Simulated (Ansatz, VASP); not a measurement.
## One calculation of Os, two programs

```
Os
1.0
     2.49742    0.00000    0.00000
     0.00000    2.49742    0.00000
     0.00000    0.00000    2.71237
Os
1
Direct
  0.00000 0.00000 0.50000
```

Alike in both runs: task relaxation of cell and atoms; functional PBE; k mesh 6 × 6 × 6; occupations gaussian, width 0.1 eV; no spin polarisation.

```csv
,VASP,Ansatz
version,VASP 6.6.1,Ansatz 0.2.0
potentials or method,"VASP PAW PBE potentials, release 64 (Os), cutoff 600 eV","scalar-relativistic, plane waves, PAW"
valence electrons in the cell,8,16
```

Ansatz gave:

| Item | Value |
| --- | --- |
| gap on the k mesh at the Fermi level, each at its own relaxed structure (eV) | none |
| relaxed volume (Å³/atom) | 16.93 |
| relaxed cell length with the largest relative difference (Å) | 2.627 |

Question: Which values does VASP return?

Answer: gap on the k mesh at the Fermi level, each at its own relaxed structure (eV): none; relaxed volume (Å³/atom): 16.82; relaxed cell length with the largest relative difference (Å): 2.539.

A gap of «none» marks a metal or a gap that the smearing closes. VASP's potentials hold 8 valence electrons a cell and Ansatz's 16, so a difference there can come from the potentials and not from the codes.

The k mesh is coarse, so the values compare programs but aren't converged. Spin-orbit coupling is off throughout.
